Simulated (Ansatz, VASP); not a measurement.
**GaSb in VASP and in Ansatz**

```
Ga Sb
1.0
     0.00000    3.02209    3.27420
     3.27420    0.00000    3.27420
     3.27420    3.02209    0.00000
Ga Sb
1 1
Cartesian
  0.0000 0.0000 0.0000
  4.9113 4.5331 4.9113
```

Alike in both runs: task single point; functional PBE; k mesh 14 × 14 × 14; occupations gaussian, width 0.15 eV; no spin polarisation.

```csv
,VASP,Ansatz
version,VASP 6.6.1,Ansatz 0.2.0
potentials or method,"VASP PAW PBE potentials, release 64 (Ga_d, Sb), cutoff 520 eV","scalar-relativistic, plane waves, PAW"
valence electrons in the cell,18,28
```

Ansatz gave:

```
gap on the k mesh at the Fermi level (eV)                     : 0.10
least direct gap on the mesh (eV)                             : 0.37
pressure (GPa)                                                : -2.9
traceless stress, the component that is largest in VASP (GPa) : 1.81
```

Task: Which values does VASP return?

Result: gap on the k mesh at the Fermi level (eV): 0.10; least direct gap on the mesh (eV): 0.37; pressure (GPa): -2.8; traceless stress, the component that is largest in VASP (GPa): 1.81.

VASP's potentials hold 18 valence electrons a cell and Ansatz's 28, so a difference there can come from the potentials and not from the codes.

Spin-orbit coupling is off throughout.
